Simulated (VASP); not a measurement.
# RbRe2 (P6/mmm) in VASP: further runs

Runs on RbRe2. Level: PBE. Tasks: single point.

All numbers are computed with VASP 6.6.1; they aren't measurements. Logs are shortened: lines on timing, memory, paths and dates and some standing lists are left out, and cuts for length are marked.

### Step 1. The cell of the first run

It takes space group P6/mmm (No. 191, hexagonal). Conventional cell: a = 4.113 Å, b = 4.113 Å, c = 6.220 Å, α = 90.00°, β = 90.00°, γ = 120.00°. Within 5.1 Å of Rb (site symmetry 6/mmm) lie 12 Re at 3.91 Å and 6 Rb at 4.11 Å. Within 3.1 Å of Re (site symmetry -6m2) lie 3 Re at 2.37 Å.

### Step 2. Single point, PBE

Contents of INCAR:

```
SYSTEM = RbRe2
PREC = Accurate
ENCUT = 500
EDIFF = 1E-6
ISMEAR = 0
SIGMA = 0.1
LREAL = .False.
LASPH = .True.
NELM = 120
ALGO = Normal
ISIF = 2
LWAVE = .False.
LCHARG = .True.
GGA = PE
LELF = .True.
LVHAR = .True.
NBANDS = 26
GGA_COMPAT = .False.
```

Contents of KPOINTS:

```
Automatic mesh
0
Gamma
  6 6 4
  0 0 0
```

Contents of POSCAR:

```
RbRe2
1.0
    4.1134787378      0.0000000000      0.0000000000
   -2.0567393689      3.5623770849      0.0000000000
    0.0000000000      0.0000000000      6.2204810351
Rb Re
1 2
Direct
    0.0000000000      0.0000000000      0.0000000000
    0.3333333333      0.6666666667      0.5000000000
    0.6666666667      0.3333333333      0.5000000000
```

Potentials or basis: VASP PAW PBE potentials, release 64 (Rb_sv, Re_sv_GW).

Run with:

```console
$ cat potpaw_PBE.64/Rb_sv/POTCAR potpaw_PBE.64/Re_sv_GW/POTCAR > POTCAR
$ mpirun -np 1 vasp_std > vasp.out
```

OUTCAR:

```text
SYSTEM = RbRe2
   PREC = Accurate
   ENCUT = 500
   EDIFF = 1E-6
   ISMEAR = 0
   LREAL = .False.
   LASPH = .True.
   NELM = 120
   ISIF = 2
   GGA = PE

 ion  position               nearest neighbor table
   1  0.000  0.000  0.000-   2 3.91   3 3.91   2 3.91   3 3.91   3 3.91   3 3.91   2 3.91   2 3.91
                             3 3.91   3 3.91   2 3.91   2 3.91
   2  0.333  0.667  0.500-   3 2.37   3 2.37   3 2.37   1 3.91   1 3.91   1 3.91   1 3.91   1 3.91
                             1 3.91
   3  0.667  0.333  0.500-   2 2.37   2 2.37   2 2.37   1 3.91   1 3.91   1 3.91   1 3.91   1 3.91
                             1 3.91

  LATTYP: Found a hexagonal cell.
 ALAT       =     4.1134787378
 C/A-ratio  =     1.5122190806

  Lattice vectors:

 A1 = (   4.1134787378,   0.0000000000,   0.0000000000)
 A2 = (  -2.0567393689,   3.5623770849,   0.0000000000)
 A3 = (   0.0000000000,   0.0000000000,   6.2204810351)

Analysis of symmetry for initial positions (statically):
=====================================================================
 Subroutine PRICEL returns:
 Original cell was already a primitive cell.

 Routine SETGRP: Setting up the symmetry group for a
 hexagonal supercell.

 Subroutine GETGRP returns: Found 24 space group operations
 (whereof 24 operations were pure point group operations)
 out of a pool of 24 trial point group operations.

The static configuration has the point symmetry D_6h.

Analysis of symmetry for dynamics (positions and initial velocities):
=====================================================================
 Subroutine PRICEL returns:
 Original cell was already a primitive cell.

 Routine SETGRP: Setting up the symmetry group for a
 hexagonal supercell.

 Subroutine GETGRP returns: Found 24 space group operations
 (whereof 24 operations were pure point group operations)
 out of a pool of 24 trial point group operations.

The dynamic configuration has the point symmetry D_6h.

 Subroutine INISYM returns: Found 24 space group operations
 (whereof 24 operations are pure point group operations),
 and found     1 'primitive' translations

----------------------------------------------------------------------------------------

                                     Primitive cell

  volume of cell :      91.1535

  direct lattice vectors                    reciprocal lattice vectors
     4.113478738  0.000000000  0.000000000     0.243103238  0.140355720  0.000000000
    -2.056739369  3.562377085  0.000000000     0.000000000  0.280711440  0.000000000
     0.000000000  0.000000000  6.220481035     0.000000000  0.000000000  0.160759272

  length of vectors
     4.113478738  4.113478738  6.220481035     0.280711440  0.280711440  0.160759272

  position of ions in fractional coordinates (direct lattice)
     0.000000000  0.000000000  0.000000000
     0.333333333  0.666666667  0.500000000
     0.666666667  0.333333333  0.500000000

  ion indices of the primitive-cell ions
   primitive index   ion index
                 1           1
                 2           2
                 3           3

----------------------------------------------------------------------------------------

 KPOINTS: Automatic mesh

Automatic generation of k-mesh.
 Grid dimensions read from file:
 generate k-points for:    6    6    4

 Generating k-lattice:

  Cartesian coordinates                     Fractional coordinates (reciprocal lattice)
     0.040517206  0.023392620  0.000000000     0.166666667  0.000000000  0.000000000
     0.000000000  0.046785240  0.000000000     0.000000000  0.166666667  0.000000000
     0.000000000  0.000000000  0.040189818     0.000000000  0.000000000  0.250000000

  Length of vectors
     0.046785240  0.046785240  0.040189818

  Shift w.r.t. Gamma in fractional coordinates (k-lattice)
     0.000000000  0.000000000  0.000000000

 Subroutine IBZKPT returns following result:
 ===========================================

 Found     21 irreducible k-points:

 Following reciprocal coordinates:
            Coordinates               Weight
  0.000000  0.000000  0.000000      1.000000
  0.166667  0.000000  0.000000      6.000000
  0.333333  0.000000  0.000000      6.000000
  0.500000  0.000000  0.000000      3.000000
  0.166667  0.166667  0.000000      6.000000
  0.333333  0.166667  0.000000     12.000000
[... 13 lines left out ...]
  0.333333  0.166667  0.500000     12.000000
  0.333333  0.333333  0.500000      2.000000
   k-points           NKPTS =     21   k-points in BZ     NKDIM =     21   number of bands    NBANDS=     26
   number of dos      NEDOS =    301   number of ions     NIONS =      3
   total plane-waves  NPLWV =  43200
   dimension x,y,z NGX =    30 NGY =   30 NGZ =   48
   dimension x,y,z NGXF=    60 NGYF=   60 NGZF=   96
   ions per type =               1   2
   NGX,Y,Z   is equivalent  to a cutoff of  12.12, 12.12, 12.83 a.u.
   NGXF,Y,Z  is equivalent  to a cutoff of  24.25, 24.25, 25.66 a.u.
 SYSTEM =  RbRe2
   PREC   = accura    normal or accurate (medium, high low for compatibility)
   ISTART =      0    job   : 0-new  1-cont  2-samecut
   ICHARG =      2    charge: 1-file 2-atom 10-const
   ISPIN  =      1    spin polarized calculation?
   LNONCOLLINEAR =      F non collinear calculations
   LSORBIT =      F    spin-orbit coupling
   LASPH  =      T    aspherical Exc in radial PAW
   ENCUT  =  500.0 eV  36.75 Ry    6.06 a.u.   7.50  7.50 11.34*2*pi/ulx,y,z
   NELM   =    120;   NELMIN=  2; NELMDL= -5     # of ELM steps
   EDIFF  = 0.1E-05   stopping-criterion for ELM
   LREAL  =      F    real-space projection
   EDIFFG = 0.1E-04   stopping-criterion for IOM
   NSW    =      0    number of steps for IOM
   IBRION =     -1    ionic relax: 0-MD 1-quasi-New 2-CG
   NFREE  =      0    steps in history (QN), initial steepest desc. (CG)
   ISIF   =      2    stress and relaxation
   ISYM   =      2    0-nonsym 1-usesym 2-fastsym
   POTIM  = 0.5000    time-step for ionic-motion
   TEBEG  =    0.0;   TEEND  =   0.0 temperature during run
   PSTRESS=    0.0 pullay stress
   NELECT =      39.0000    total number of electrons
   NUPDOWN=      -1.0000    fix difference up-down
   EMIN   =  10.00;   EMAX   =-10.00  energy-range for DOS
   EFERMI =   0.00;   METHOD = LEGACY
   ISMEAR =     0;   SIGMA  =   0.10  broadening in eV -4-tet -1-fermi 0-gaus
   EFERMI_NEDOS =   21; number of points for ismear=-14 and -15
   IALGO  =     38    algorithm
   IMIX   =      4    mixing-type and parameters
     AMIX     =   0.40;   BMIX     =  1.00
     AMIX_MAG =   1.60;   BMIX_MAG =  1.00
  volume/ion in A,a.u.               =      30.38       205.04
  Fermi-wavevector in a.u.,A,eV,Ry     =   1.233593  2.331153 20.704698  1.521752
  Thomas-Fermi vector in A             =   2.368317
   LORBIT       =      0    0 simple, 1 ext, 2 COOP (PROOUT), +10 PAW based schemes
   GGA     = PE    functional components
   LHFCALC =     F    Hartree Fock is set to
   AEXX    =    0.0000 exact exchange contribution
   IVDW    =     0    specifies the selected vdW correction
   LEPSILON=     F    determine dielectric tensor
   LRPA    =     F    only Hartree local field effects (RPA)
 non-spin polarized calculation
 Gauss-broadening in eV      SIGMA  =   0.10
  energy-cutoff  :      500.00
  volume of cell :       91.15
 maximum number of plane-waves:      2331
 NGX is ok and might be reduce to    30
   NGX = 15   NGY = 15   NGZ = 23

 number of electron      38.9999996 magnetization

 Free energy of the ion-electron system (eV)
  ---------------------------------------------------
  ext. energy  EPLUGINS =         0.00000000
  ---------------------------------------------------
  free energy    TOTEN  =       -24.65879663 eV

  energy without entropy =      -24.63000702  energy(sigma->0) =      -24.64440183

 E-fermi :   3.4930     XC(G=0):  -9.3221

 val. band max:        3.4898508616   @ k =   0.1667   0.0000   0.0000
 cond. band min:       3.5289905268   @ k =   0.5000   0.0000   0.5000
 fundamental gap:      0.0391396652
 Fermi energy:         3.4930035264

 k-point     1 :       0.0000    0.0000    0.0000
  band No.  band energies     occupation
      1     -76.2867      2.00000
      2     -75.9436      2.00000
      3     -38.8745      2.00000
      4     -38.8745      2.00000
      5     -38.0390      2.00000
      6     -37.6225      2.00000
[... 18 lines left out ...]
     25       6.5405      0.00000
     26       9.5665      0.00000

 k-point     2 :       0.1667    0.0000    0.0000
  band No.  band energies     occupation
      1     -76.2667      2.00000
      2     -75.9645      2.00000
      3     -38.9085      2.00000
      4     -38.8029      2.00000
      5     -38.0143      2.00000
      6     -37.6480      2.00000
[... 18 lines left out ...]
     25       7.0180      0.00000
     26       9.2010      0.00000

 k-point     3 :       0.3333    0.0000    0.0000
  band No.  band energies     occupation
      1     -76.2153      2.00000
      2     -76.0175      2.00000
      3     -38.9704      2.00000
      4     -38.6265      2.00000
      5     -37.9521      2.00000
      6     -37.7121      2.00000
[... 18 lines left out ...]
     25       7.8876      0.00000
     26       9.0361      0.00000

 k-point     4 :       0.5000    0.0000    0.0000
  band No.  band energies     occupation
      1     -76.1739      2.00000
      2     -76.0597      2.00000
      3     -38.9993      2.00000
      4     -38.5085      2.00000
      5     -37.9020      2.00000
      6     -37.7632      2.00000
[... 18 lines left out ...]
     25       8.1251      0.00000
     26       8.7751      0.00000
[... 409 lines left out ...]
      1     -76.2304      2.00000
      2     -76.0020      2.00000
      3     -38.9671      2.00000
      4     -38.6570      2.00000
      5     -37.9703      2.00000
      6     -37.6931      2.00000
[... 18 lines left out ...]
     25       8.2300      0.00000
     26       9.4353      0.00000

 k-point    20 :       0.3333    0.1667    0.5000
  band No.  band energies     occupation
      1     -76.1739      2.00000
      2     -76.0597      2.00000
      3     -39.0266      2.00000
      4     -38.4361      2.00000
      5     -37.9018      2.00000
      6     -37.8005      2.00000
[... 18 lines left out ...]
     25       7.6562      0.00000
     26       7.7455      0.00000

 k-point    21 :       0.3333    0.3333    0.5000
  band No.  band energies     occupation
      1     -76.1170      2.00000
      2     -76.1170      2.00000
      3     -39.0637      2.00000
      4     -38.1202      2.00000
      5     -38.1202      2.00000
      6     -37.8327      2.00000
[... 18 lines left out ...]
     25       7.4662      0.00000
     26       7.4662      0.00000

------------------------ aborting loop because EDIFF is reached ----------------------------------------

  FORCE on cell =-STRESS in cart. coord.  units (eV):
  Direction    XX          YY          ZZ          XY          YZ          ZX
  --------------------------------------------------------------------------------------
  -------------------------------------------------------------------------------------
  Total       -0.4124487     -0.4124487     -0.3626164      0.0000000      0.0000000      0.0000000
  in kB       -7.2494892     -7.2494892     -6.3736021      0.0000000      0.0000000      0.0000000
  external PRESSURE =      -6.9575268 kB  Pullay stress =       0.0000000 kB

 VOLUME and BASIS-vectors are now :
 -----------------------------------------------------------------------------
  energy-cutoff  :      500.00
  volume of cell :       91.15
      direct lattice vectors                 reciprocal lattice vectors
     4.113478738  0.000000000  0.000000000     0.243103238  0.140355720  0.000000000
    -2.056739369  3.562377085  0.000000000     0.000000000  0.280711440  0.000000000
     0.000000000  0.000000000  6.220481035     0.000000000  0.000000000  0.160759272

 POSITION                                       TOTAL-FORCE (eV/Angst)
 -----------------------------------------------------------------------------------
      0.00000      0.00000      0.00000        -0.000000      0.000000      0.000000
     -0.00000      2.37492      3.11024         0.000000      0.000000     -0.000000
      2.05674      1.18746      3.11024         0.000000      0.000000      0.000000
 -----------------------------------------------------------------------------------
    total drift:                                0.000000     -0.000000      0.000000

  FREE ENERGIE OF THE ION-ELECTRON SYSTEM (eV)
  ---------------------------------------------------
  free  energy   TOTEN  =       -24.6587966348 eV

  energy  without entropy=      -24.6300070159  energy(sigma->0) =      -24.64440183
```

Run time: 22 s. Hardware: 1 thread of Intel Xeon 6975P-C (Granite Rapids), shared host; peak memory 0.22 GiB.

What came out:

| Quantity | Value |
| --- | --- |
| Free energy | -24.6588 eV |
| Pressure | -0.7 GPa |
| Band gap on the k mesh | zero (an odd number of electrons rules out a gap without spin polarisation) |

Stress tensor (GPa, compression positive):
```
-0.72  0.00  0.00
 0.00 -0.72  0.00
 0.00  0.00 -0.64
```

Levels at points of the mesh, in eV from the Fermi level:
```tsv
k point	band 17	band 18	band 19	band 20	band 21	band 22	band 23	band 24
(0.00, 0.00, 0.00)	-1.21	-1.21	-0.84	-0.84	1.29	1.62	1.72	1.72
(0.50, 0.00, 0.00)	-2.13	-1.04	-1.02	-0.20	0.24	2.98	3.19	4.00
(0.00, 0.00, 0.50)	-1.24	-1.24	-0.84	-0.84	-0.69	1.68	1.81	1.81
(0.50, 0.00, 0.50)	-2.39	-1.22	-0.52	0.04	0.41	2.97	3.17	3.19
```

Caveat: spin-orbit coupling is left out, which moves the levels of the heavy elements.

### Step 3. Single point, PBE

This run uses another cell than the first one, of 21.80 Å³/atom.

Contents of INCAR:

```
SYSTEM = RbRe2
ALGO = Normal
EDIFF = 1E-6
ENCUT = 500
GGA = PE
GGA_COMPAT = .False.
ISIF = 2
ISMEAR = 0
LASPH = .True.
LCHARG = .False.
LREAL = .False.
LWAVE = .False.
NBANDS = 26
NELM = 120
PREC = Accurate
SIGMA = 0.1
```

Contents of KPOINTS:

```
k-points
0
Gamma
  6 6 4
  0 0 0
```

Contents of POSCAR:

```
RbRe2
1.0
    4.1202888492      0.0000000000      0.0000000000
   -2.0601444246      3.5682748143      0.0000000000
    0.0000000000      0.0000000000      4.4488168637
Rb Re
1 2
Direct
    0.0000000000      0.0000000000      0.0000000000
    0.3333333333      0.6666666667      0.5000000000
    0.6666666667      0.3333333333      0.5000000000
```

Potentials or basis: VASP PAW PBE potentials, release 64 (Rb_sv, Re_sv_GW).

Run with:

```console
$ cat potpaw_PBE.64/Rb_sv/POTCAR potpaw_PBE.64/Re_sv_GW/POTCAR > POTCAR
$ mpirun -np 1 vasp_std > vasp.out
```

It took 40 s on 1 thread of AMD EPYC 7R43 (Zen 3), shared host; peak memory 0.16 GiB.

Results (log left out):

```
Free energy            : -22.9358 eV
Pressure               : 16.8 GPa
Band gap on the k mesh : zero (an odd number of electrons rules out a gap without spin polarisation)
```

Stress tensor (GPa, compression positive):
```
14.22  0.00  0.00
 0.00 14.22  0.00
 0.00  0.00 21.90
```

Levels at points of the mesh, in eV from the Fermi level:
```
           k point  band 18  band 19  band 20  band 21  band 22  band 23
(0.00, 0.00, 0.00)    -1.33    -0.99    -0.99     0.97     1.14     1.14
(0.50, 0.00, 0.00)    -1.56    -0.90    -0.45    -0.28     2.77     2.86
(0.00, 0.00, 0.50)    -0.94    -0.93    -0.93    -0.45     1.78     1.87
(0.50, 0.00, 0.50)    -0.82     0.28     0.52     0.64     2.58     2.95
```

Caveat: the cell stands under pressure; spin-orbit coupling is left out, which moves the levels of the heavy elements.
